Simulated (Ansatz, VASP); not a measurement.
One calculation of TiC, two programs

Contents of INCAR:

```
SYSTEM = TiC
  PREC = Accurate
  ENCUT = 600
  EDIFF = 1E-6
  ISMEAR = -1
  SIGMA = 0.1
  LREAL = .FALSE.
  LASPH = .TRUE.
  NELM = 100
  ALGO = Normal
  ISIF = 3
  LWAVE = .FALSE.
  LCHARG = .FALSE.
  IBRION = 2
  NSW = 100
  EDIFFG = -0.002
```

File KPOINTS:

```
regular mesh
0
G
  12 12 12
  0 0 0
```

The input POSCAR:

```
TiC
1.0
    0.0000000000      2.1593000000      2.1593000000
    2.1593000000      0.0000000000      2.1593000000
    2.1593000000      2.1593000000      0.0000000000
Ti C
1 1
Direct
    0.0000000000      0.0000000000      0.0000000000
    0.5000000000      0.5000000000      0.5000000000
```

Input for Ansatz:

```yaml
crystal:
  lattice:
    - [0.0, 2.1593, 2.1593]
    - [2.1593, 0.0, 2.1593]
    - [2.1593, 2.1593, 0.0]
  atoms:
    - { symbol: Ti, position: [0.0, 0.0, 0.0] }
    - { symbol: C, position: [0.5, 0.5, 0.5] }
kpoints:
  mp_grid: { grid: [12, 12, 12] }
scf:
  occupations: { method: fermi_dirac, width: 0.1 }
hamiltonian:
  xc: lda
  pseudopotentials: { kind: paw }
relax:
  f_tol: 0.002
  max_steps: 80
  cell: {}
output:
  forces: true
  stress: true
```

Alike in both runs: task relaxation of cell and atoms; functional LDA; k mesh 12 × 12 × 12; occupations fermi-dirac, width 0.1 eV; no spin polarisation.

|  | VASP | Ansatz |
| --- | --- | --- |
| version | VASP 6.6.1 | Ansatz 0.2.0 |
| potentials or method | VASP PAW LDA potentials, release 64 (Ti_sv, C) | PAW with Ansatz's default frozen-core files, scalar-relativistic |
| plane-wave cutoff (eV) | 600 | 420 |
| valence electrons in the cell | 16 | 16 |

|  | VASP | Ansatz | Ansatz less VASP |
| --- | --- | --- | --- |
| relaxed volume (Å³/atom) | 9.69 | 9.67 | -0.018 |
| relaxed cell length with the largest relative difference (Å) | 3.015 | 3.013 | -0.0018 |

LDA's correlation is that of Perdew and Zunger in VASP and of Perdew and Wang (1992) in Ansatz.
